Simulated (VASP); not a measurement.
Input of a VASP 6.6.1 run:

The input INCAR:

```
PREC = Accurate ; ENCUT = 520
EDIFF = 1E-6 ; ISMEAR = -1
SIGMA = 0.1 ; LREAL = F
LASPH = T ; NELM = 100
ALGO = Normal ; ISIF = 2
LWAVE = F ; LCHARG = F
GGA = PE ; NBANDS = 52
```

Contents of KPOINTS:

```
Automatic mesh
0
Gamma
  5 5 5
```

File POSCAR:

```
KCd4Ir3
1.0
    2.1511410000      3.7258800000      0.0000000000
   -2.1511410000      3.7258800000      0.0000000000
    0.0000000000     -2.4839200000     11.5172690000
Cd Ir K
4 3 1
Direct
    0.0891800000      0.0891800000      0.2675400000
    0.9108200000      0.9108200000      0.7324600000
    0.3014100000      0.3014100000      0.9042300000
    0.6985900000      0.6985900000      0.0957700000
    0.2277500000      0.2277500000      0.6832500000
    0.7722500000      0.7722500000      0.3167500000
    0.0000000000      0.0000000000      0.0000000000
    0.5000000000      0.5000000000      0.5000000000
```

Potentials or basis: VASP PAW PBE potentials, release 64 (Cd, Ir, K_sv).

The run is started by

```sh
$ cat potpaw_PBE.64/Cd/POTCAR potpaw_PBE.64/Ir/POTCAR potpaw_PBE.64/K_sv/POTCAR > POTCAR
$ mpirun -np 1 vasp_std > vasp.out
```

**Question.** Estimate the largest force.

**Answer.** 1.543 eV/Å.

**Question.** Estimate the pressure.

**Answer.** 8.2 GPa.

**Question.** What does it give for the band gap on the k mesh?

**Answer.** Zero (bands 42 and 43 overlap by 0.03 eV).

Stress tensor (GPa, compression positive):
```
8.77 0.00 0.00
0.00 8.77 0.00
0.00 0.00 6.99
```

Caveat: the cell stands under pressure; spin-orbit coupling is left out, which moves the levels of the heavy elements; forces of over 1 eV/Å act on the atoms, so gaps and moduli don't describe the material at rest.
